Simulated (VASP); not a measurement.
# C (P2_1) in VASP: a series of runs

Runs on C. Level: PBE. Tasks: single point.

Program: VASP 6.6.1. These are calculated values, not measurements. Logs are shortened: lines on timing, memory, paths and dates and some standing lists are left out, and cuts for length are marked.

## Step 1: The cell of the first run

It takes space group P2_1 (No. 4, monoclinic). The conventional cell has a = 2.518 Å, b = 8.305 Å, c = 2.518 Å, α = 90.00°, β = 120.00°, γ = 90.00°. C (site symmetry 1) has 4 C at 1.53 to 1.56 Å within 2.0 Å. Within 2.0 Å of C (site symmetry 1) lie 4 C at 1.53 to 1.56 Å. Within 2.0 Å of C (site symmetry 1) lie 4 C at 1.53 to 1.58 Å. Within 2.0 Å of C (site symmetry 1) lie 4 C at 1.53 to 1.58 Å.

## Step 2: Single point, PBE (atoms displaced along several vibrational modes)

Contents of INCAR:

```
PREC     = Accurate       # precision mode
ENCUT    = 520            # plane-wave cutoff, eV
EDIFF    = 1E-6           # SCF threshold, eV
ISMEAR   = 0              # smearing method
SIGMA    = 0.05           # smearing width, eV
LREAL    = F              # projectors in reciprocal space
LASPH    = T              # aspherical terms in the spheres
NELM     = 60             # most SCF steps
ALGO     = Normal         # electronic algorithm
ISIF     = 2              # what is computed and relaxed
LWAVE    = F              # write WAVECAR
LCHARG   = F              # write CHGCAR
GGA      = PE             # functional
NBANDS   = 26             # bands
```

Contents of KPOINTS:

```
Automatic mesh
0
Gamma
  12 12 4
```

Contents of POSCAR:

```
C
1.0
    2.5180642186      0.0000000000      0.0000000000
   -1.2590321093      2.1807075817      0.0000000000
    0.0000000000      0.0000000000      8.3046919353
C
8
Direct
   -0.0343849764     -0.0319162462      0.0929732494
    0.0343849764      0.0319162462      0.5929732494
    0.0343849764      0.0319162462      0.4070267506
   -0.0343849764     -0.0319162462      0.9070267506
    0.3051765144      0.6405314164      0.1555299995
    0.6948234856      0.3594685836      0.6555299995
    0.3614901523      0.6928019170      0.3444700005
    0.6385098477      0.3071980830      0.8444700005
```

Potentials or basis: VASP PAW PBE potentials, release 64 (C).

Run with:

```
> cat potpaw_PBE.64/C/POTCAR > POTCAR
> mpirun -np 1 vasp_std > vasp.out
```

OUTCAR:

```text
PREC = Accurate
   ENCUT = 520
   EDIFF = 1E-6
   ISMEAR = 0
   LREAL = F
   LASPH = T
   NELM = 60
   ISIF = 2
   GGA = PE

 ion  position               nearest neighbor table
   1  0.966  0.968  0.093-   5 1.53   4 1.54   5 1.54   5 1.56
   2  0.034  0.032  0.593-   6 1.53   3 1.54   6 1.54   6 1.56
   3  0.034  0.032  0.407-   7 1.53   7 1.54   2 1.54   7 1.56
   4  0.966  0.968  0.907-   8 1.53   8 1.54   1 1.54   8 1.56
   5  0.305  0.641  0.156-   1 1.53   1 1.54   1 1.56   7 1.58
   6  0.695  0.359  0.656-   2 1.53   2 1.54   2 1.56   8 1.58
   7  0.361  0.693  0.344-   3 1.53   3 1.54   3 1.56   5 1.58
   8  0.639  0.307  0.844-   4 1.53   4 1.54   4 1.56   6 1.58

  LATTYP: Found a hexagonal cell.
 ALAT       =     2.5180642186
 C/A-ratio  =     3.2980461237

  Lattice vectors:

 A1 = (   2.5180642186,   0.0000000000,   0.0000000000)
 A2 = (  -1.2590321093,   2.1807075817,   0.0000000000)
 A3 = (   0.0000000000,   0.0000000000,   8.3046919353)

Analysis of symmetry for initial positions (statically):
=====================================================================
 Subroutine PRICEL returns:
 Original cell was already a primitive cell.

 Routine SETGRP: Setting up the symmetry group for a
 hexagonal supercell.

 Subroutine GETGRP returns: Found  2 space group operations
 (whereof  1 operations were pure point group operations)
 out of a pool of 24 trial point group operations.

The static configuration has the point symmetry C_1 .
 The point group associated with its full space group is C_2 .

Analysis of symmetry for dynamics (positions and initial velocities):
=====================================================================
 Subroutine PRICEL returns:
 Original cell was already a primitive cell.

 Routine SETGRP: Setting up the symmetry group for a
 hexagonal supercell.

 Subroutine GETGRP returns: Found  2 space group operations
 (whereof  1 operations were pure point group operations)
 out of a pool of 24 trial point group operations.

The dynamic configuration has the point symmetry C_1 .
 The point group associated with its full space group is C_2 .

 Subroutine INISYM returns: Found  2 space group operations
 (whereof  1 operations are pure point group operations),
 and found     1 'primitive' translations

[... 102 lines left out ...]
   LSORBIT =      F    spin-orbit coupling
   LASPH  =      T    aspherical Exc in radial PAW
   ENCUT  =  520.0 eV  38.22 Ry    6.18 a.u.   4.68  4.68 15.44*2*pi/ulx,y,z
   NELM   =     60;   NELMIN=  2; NELMDL= -5     # of ELM steps
   EDIFF  = 0.1E-05   stopping-criterion for ELM
   LREAL  =      F    real-space projection
   EDIFFG = 0.1E-04   stopping-criterion for IOM
   NSW    =      0    number of steps for IOM
   IBRION =     -1    ionic relax: 0-MD 1-quasi-New 2-CG
   NFREE  =      0    steps in history (QN), initial steepest desc. (CG)
   ISIF   =      2    stress and relaxation
   ISYM   =      2    0-nonsym 1-usesym 2-fastsym
   POTIM  = 0.5000    time-step for ionic-motion
   TEBEG  =    0.0;   TEEND  =   0.0 temperature during run
   PSTRESS=    0.0 pullay stress
   NELECT =      32.0000    total number of electrons
   NUPDOWN=      -1.0000    fix difference up-down
   EMIN   =  10.00;   EMAX   =-10.00  energy-range for DOS
   EFERMI =   0.00;   METHOD = LEGACY
   ISMEAR =     0;   SIGMA  =   0.05  broadening in eV -4-tet -1-fermi 0-gaus
   EFERMI_NEDOS =   21; number of points for ismear=-14 and -15
   IALGO  =     38    algorithm
   IMIX   =      4    mixing-type and parameters
     AMIX     =   0.40;   BMIX     =  1.00
     AMIX_MAG =   1.60;   BMIX_MAG =  1.00
  volume/ion in A,a.u.               =       5.70        38.47
  Fermi-wavevector in a.u.,A,eV,Ry     =   1.454774  2.749124 28.794932  2.116368
  Thomas-Fermi vector in A             =   2.571886
   LORBIT       =      0    0 simple, 1 ext, 2 COOP (PROOUT), +10 PAW based schemes
   GGA     = PE    functional components
   LHFCALC =     F    Hartree Fock is set to
   AEXX    =    0.0000 exact exchange contribution
   IVDW    =     0    specifies the selected vdW correction
   LEPSILON=     F    determine dielectric tensor
   LRPA    =     F    only Hartree local field effects (RPA)
 non-spin polarized calculation
 Gauss-broadening in eV      SIGMA  =   0.05
  energy-cutoff  :      520.00
  volume of cell :       45.60
 maximum number of plane-waves:      1243
   NGX =  9   NGY =  9   NGZ = 31

 number of electron      31.9999998 magnetization

 Free energy of the ion-electron system (eV)
  ---------------------------------------------------
  ext. energy  EPLUGINS =         0.00000000
  ---------------------------------------------------
  free energy    TOTEN  =       -72.51316721 eV

  energy without entropy =      -72.51316721  energy(sigma->0) =      -72.51316721

 E-fermi :  10.0876     XC(G=0): -13.2274

 val. band max:        9.7766414256   @ k =   0.0000   0.0000   0.0000
 cond. band min:      14.3086894994   @ k =   0.4167  -0.0000   0.0000
 fundamental gap:      4.5320480738
 Fermi energy:        10.0875760004

 k-point     1 :       0.0000    0.0000    0.0000
  band No.  band energies     occupation
      1     -11.7655      2.00000
      2     -10.1313      2.00000
      3     -10.0212      2.00000
      4      -6.1263      2.00000
      5      -3.6552      2.00000
      6       2.9601      2.00000
[... 685 lines left out ...]
     25      19.6695      0.00000
     26      20.6048      0.00000

 [... further k-points ...]
[... 5 lines left out ...]
  --------------------------------------------------------------------------------------
  -------------------------------------------------------------------------------------
  Total        0.2122118      0.1144767      0.2639877     -0.1178382      0.0000000      0.0000000
  in kB        7.4557689      4.0219818      9.2748417     -4.1400829      0.0000000      0.0000000
  external PRESSURE =       6.9175308 kB  Pullay stress =       0.0000000 kB

 VOLUME and BASIS-vectors are now :
 -----------------------------------------------------------------------------
  energy-cutoff  :      520.00
  volume of cell :       45.60
      direct lattice vectors                 reciprocal lattice vectors
     2.518064219  0.000000000  0.000000000     0.397130459  0.229283378  0.000000000
    -1.259032109  2.180707582  0.000000000     0.000000000  0.458566755  0.000000000
     0.000000000  0.000000000  8.304691935     0.000000000  0.000000000  0.120413859

 POSITION                                       TOTAL-FORCE (eV/Angst)
 -----------------------------------------------------------------------------------
      1.21263      2.11111      0.77211         0.333603      0.463253     -0.000350
      0.04640      0.06960      4.92446        -0.333603     -0.463253     -0.000350
      0.04640      0.06960      3.38023        -0.294774     -0.479396      0.000126
      1.21263      2.11111      7.53258         0.294774      0.479396      0.000126
     -0.03800      1.39681      1.29163         0.225268      0.387856      0.017977
      1.29703      0.78390      5.44397        -0.225268     -0.387856      0.017977
      0.03800      1.51080      2.86072        -0.277447     -0.366143     -0.017753
      1.22104      0.66991      7.01306         0.277447      0.366143     -0.017753
 -----------------------------------------------------------------------------------
    total drift:                                0.000000     -0.000000     -0.000002

  FREE ENERGIE OF THE ION-ELECTRON SYSTEM (eV)
  ---------------------------------------------------
  free  energy   TOTEN  =       -72.5131672150 eV

  energy  without entropy=      -72.5131672150  energy(sigma->0) =      -72.51316721
```

OSZICAR:

```text
N       E                     dE             d eps       ncg     rms          rms(c)
DAV:   1     0.651365540072E+02    0.65137E+02   -0.16640E+04 11544   0.120E+03
DAV:   2    -0.698398864650E+02   -0.13498E+03   -0.12671E+03 15324   0.229E+02
DAV:   3    -0.749765030243E+02   -0.51366E+01   -0.50951E+01 15684   0.392E+01
DAV:   4    -0.750231298880E+02   -0.46627E-01   -0.46554E-01 14806   0.415E+00
DAV:   5    -0.750239687252E+02   -0.83884E-03   -0.83811E-03 15546   0.504E-01    0.110E+01
DAV:   6    -0.731403905739E+02    0.18836E+01   -0.12218E+00 13294   0.594E+00    0.657E+00
DAV:   7    -0.725094890848E+02    0.63090E+00   -0.14865E+00 13884   0.675E+00    0.140E+00
DAV:   8    -0.725129277388E+02   -0.34387E-02   -0.35479E-02 14906   0.102E+00    0.114E-01
DAV:   9    -0.725130914338E+02   -0.16369E-03   -0.74567E-04 15140   0.178E-01    0.338E-02
DAV:  10    -0.725131498515E+02   -0.58418E-04   -0.64611E-05 14312   0.526E-02    0.145E-02
DAV:  11    -0.725131667570E+02   -0.16905E-04   -0.13102E-05 14308   0.252E-02    0.263E-03
DAV:  12    -0.725131672150E+02   -0.45797E-06   -0.70719E-07 11218   0.585E-03
   1 F= -.72513167E+02 E0= -.72513167E+02  d E =-.785028E-21
```

Wall time 5.4 min (1 thread of Intel Xeon 8259CL, shared host); peak memory 0.29 GiB.

Results:

```
Free energy            : -72.5132 eV
Pressure               : 0.7 GPa
Largest force          : 0.571 eV/Å
Band gap on the k mesh : 4.53 eV (least direct gap 5.31 eV)
```

Forces in eV/Å, atoms in the order of the input:
```
C    0.334  0.463  0.000
C   -0.334 -0.463  0.000
C   -0.295 -0.479  0.000
C    0.295  0.479  0.000
C    0.225  0.388  0.018
C   -0.225 -0.388  0.018
C   -0.277 -0.366 -0.018
C    0.277  0.366 -0.018
```

Stress tensor (GPa, compression positive):
```
 0.75 -0.41  0.00
-0.41  0.40  0.00
 0.00  0.00  0.93
```

Levels at points of the mesh, in eV from the valence-band top:
```tsv
k point	band 14	band 15	band 16	band 17	band 18	band 19
(0.00, 0.00, 0.00)	-0.14	-0.05	0.00	5.31	5.32	5.44
(0.50, 0.00, 0.00)	-4.56	-3.59	-2.95	4.61	5.37	6.00
(0.00, 0.50, 0.00)	-4.57	-3.59	-2.96	4.62	5.39	6.00
(0.50, 0.50, 0.00)	-4.64	-3.57	-2.99	4.68	5.59	5.95
(0.00, 0.00, 0.50)	-0.65	-0.63	-0.63	6.06	6.06	6.07
(0.50, 0.00, 0.50)	-4.64	-3.63	-3.63	4.95	4.95	6.74
(0.00, 0.50, 0.50)	-4.65	-3.63	-3.63	4.95	4.95	6.77
(0.50, 0.50, 0.50)	-4.70	-3.63	-3.63	5.01	5.01	6.99
```

Caveat: the cell differs from its parent crystal (atoms displaced along several vibrational modes). A k mesh can miss the band edges.

## Step 3: Single point, PBE (atoms displaced along several vibrational modes)

Contents of INCAR:

```
  PREC = Accurate
  ENCUT = 520
  EDIFF = 1E-6
  ISMEAR = 0
  SIGMA = 0.05
  LREAL = False
  LASPH = True
  NELM = 100
  ALGO = Normal
  ISIF = 2
  LWAVE = False
  LCHARG = False
  GGA = PE
  NBANDS = 26
```

Contents of KPOINTS:

```
regular mesh
0
Gamma
  12 12 4
```

Contents of POSCAR:

```
C
1.0
    2.5180642186      0.0000000000      0.0000000000
   -1.2590321093      2.1807075817      0.0000000000
    0.0000000000      0.0000000000      8.3046919353
C
8
Direct
   -0.0397043508     -0.0425549949      0.0929732494
    0.0397043508      0.0425549949      0.5929732494
    0.0397043508      0.0425549949      0.4070267506
   -0.0397043508     -0.0425549949      0.9070267506
    0.3008206393      0.6318196663      0.1555299995
    0.6991793607      0.3681803337      0.6555299995
    0.3658460273      0.7015136671      0.3444700005
    0.6341539727      0.2984863329      0.8444700005
```

Potentials or basis: VASP PAW PBE potentials, release 64 (C).

Run with:

```
> cat potpaw_PBE.64/C/POTCAR > POTCAR
> mpirun -np 1 vasp_std > vasp.out
```

Run time: 5.8 min. Hardware: 1 thread of Intel Xeon 8259CL, shared host; peak memory 0.29 GiB.

It converged, with:

```yaml
Free_energy: -72.4287 eV
Pressure: 0.7 GPa
Largest_force: 0.710 eV/Å
Band_gap_on_the_k_mesh: 4.53 eV (least direct gap 5.32 eV)
```

Forces in eV/Å, atoms in the order of the input:
```
C    0.340  0.610  0.001
C   -0.340 -0.610  0.001
C   -0.289 -0.648  0.000
C    0.289  0.648  0.000
C    0.216  0.528  0.023
C   -0.216 -0.528  0.023
C   -0.286 -0.476 -0.024
C    0.286  0.476 -0.024
```

Stress tensor (GPa, compression positive):
```
 0.94 -0.55  0.00
-0.55  0.11  0.00
 0.00  0.00  1.12
```

Levels at points of the mesh, in eV from the valence-band top:
```tsv
k point	band 12	band 13	band 14	band 15	band 16	band 17	band 18	band 19	band 20	band 21
(0.00, 0.00, 0.00)	-1.56	-1.50	-0.10	-0.07	0.00	5.32	5.33	5.43	7.09	7.13
(0.50, 0.00, 0.00)	-5.04	-4.84	-4.52	-3.55	-2.96	4.63	5.32	6.02	6.19	6.37
(0.00, 0.50, 0.00)	-5.04	-4.84	-4.51	-3.56	-2.95	4.62	5.29	6.01	6.22	6.34
(0.50, 0.50, 0.00)	-5.08	-4.82	-4.63	-3.53	-3.01	4.72	5.60	5.91	6.13	6.53
(0.00, 0.00, 0.50)	-2.52	-0.65	-0.65	-0.62	-0.62	6.06	6.06	6.07	6.07	6.72
(0.50, 0.00, 0.50)	-5.94	-4.62	-4.62	-3.63	-3.63	4.96	4.96	6.68	6.68	7.62
(0.00, 0.50, 0.50)	-5.94	-4.61	-4.61	-3.63	-3.63	4.95	4.95	6.64	6.64	7.65
(0.50, 0.50, 0.50)	-5.89	-4.70	-4.70	-3.62	-3.62	5.05	5.05	6.99	6.99	7.40
```

Caveat: the cell differs from its parent crystal (atoms displaced along several vibrational modes).

## Step 4: Single point, PBE (atoms displaced along several vibrational modes)

Contents of INCAR:

```
SYSTEM = C
PREC = Accurate ; ENCUT = 520
EDIFF = 1E-6 ; ISMEAR = 0
SIGMA = 0.05 ; LREAL = .False.
LASPH = .True. ; NELM = 60
ALGO = Normal ; ISIF = 2
LWAVE = .False. ; LCHARG = .True.
GGA = PE ; LELF = .True.
LVHAR = .True. ; NBANDS = 26
```

Contents of KPOINTS:

```
regular mesh
0
Gamma
  12 12 4
  0 0 0
```

Contents of POSCAR:

```
C
1.0
    2.5180642186      0.0000000000      0.0000000000
   -1.2590321093      2.1807075817      0.0000000000
    0.0000000000      0.0000000000      8.3046919353
C
8
Direct
   -0.0489177774     -0.0425549949      0.0929732494
    0.0489177774      0.0425549949      0.5929732494
    0.0489177774      0.0425549949      0.4070267506
   -0.0489177774     -0.0425549949      0.9070267506
    0.2932760425      0.6318196663      0.1555299995
    0.7067239575      0.3681803337      0.6555299995
    0.3733906242      0.7015136671      0.3444700005
    0.6266093758      0.2984863329      0.8444700005
```

Run with:

```
> cat potpaw_PBE.64/C/POTCAR > POTCAR
> mpirun -np 1 vasp_std > vasp.out
```

Wall time 6.9 min (1 thread of Intel Xeon Platinum 8259CL at 2.50GHz (Skylake/Cascade Lake), shared host); peak memory 0.28 GiB.

It converged, with:

```yaml
Free_energy: -72.3683 eV
Pressure: 0.8 GPa
Largest_force: 0.802 eV/Å
Band_gap_on_the_k_mesh: 4.52 eV (least direct gap 5.32 eV)
```

Forces in eV/Å, atoms in the order of the input:
```
C    0.511  0.619  0.000
C   -0.511 -0.619  0.000
C   -0.434 -0.641 -0.001
C    0.434  0.641 -0.001
C    0.325  0.517  0.027
C   -0.325 -0.517  0.027
C   -0.428 -0.487 -0.026
C    0.428  0.487 -0.026
```

Stress tensor (GPa, compression positive):
```
 0.73 -0.82  0.00
-0.82  0.26  0.00
 0.00  0.00  1.27
```

Levels at points of the mesh, in eV from the valence-band top:
| k point | band 12 | band 13 | band 14 | band 15 | band 16 | band 17 | band 18 | band 19 | band 20 | band 21 |
| --- | --- | --- | --- | --- | --- | --- | --- | --- | --- | --- |
| (0.00, 0.00, 0.00) | -1.54 | -1.47 | -0.08 | -0.07 | 0.00 | 5.32 | 5.34 | 5.43 | 7.08 | 7.13 |
| (0.50, 0.00, 0.00) | -5.05 | -4.83 | -4.47 | -3.53 | -2.95 | 4.62 | 5.22 | 6.01 | 6.26 | 6.26 |
| (0.00, 0.50, 0.00) | -5.06 | -4.83 | -4.50 | -3.52 | -2.97 | 4.65 | 5.29 | 6.03 | 6.20 | 6.32 |
| (0.50, 0.50, 0.00) | -5.10 | -4.80 | -4.63 | -3.50 | -3.02 | 4.75 | 5.60 | 5.89 | 6.17 | 6.50 |
| (0.00, 0.00, 0.50) | -2.50 | -0.65 | -0.65 | -0.61 | -0.61 | 6.06 | 6.06 | 6.07 | 6.07 | 6.73 |
| (0.50, 0.00, 0.50) | -5.94 | -4.58 | -4.58 | -3.62 | -3.62 | 4.94 | 4.94 | 6.55 | 6.55 | 7.67 |
| (0.00, 0.50, 0.50) | -5.92 | -4.61 | -4.61 | -3.62 | -3.62 | 4.98 | 4.98 | 6.64 | 6.64 | 7.60 |
| (0.50, 0.50, 0.50) | -5.87 | -4.69 | -4.69 | -3.62 | -3.62 | 5.07 | 5.07 | 6.99 | 6.99 | 7.37 |

Caveat: the cell differs from its parent crystal (atoms displaced along several vibrational modes). A k mesh can miss the band edges.

## Step 5: The runs side by side

```tsv
cell	gap on the mesh (eV)	pressure (GPa)	largest force (eV/Å)
as given, atomic positions A	4.53	0.7	0.57
as given, atomic positions B	4.53	0.7	0.71
as given, atomic positions C	4.52	0.8	0.80
```

Alike in all rows: task single point; level PBE; potentials or basis VASP PAW PBE potentials, release 64 (C); no spin polarisation; k mesh 12 × 12 × 4; cutoff (eV) 520; smearing gaussian 0.05 eV.

Total energies depend on the potentials used, so only differences within one code and one set of settings carry meaning.
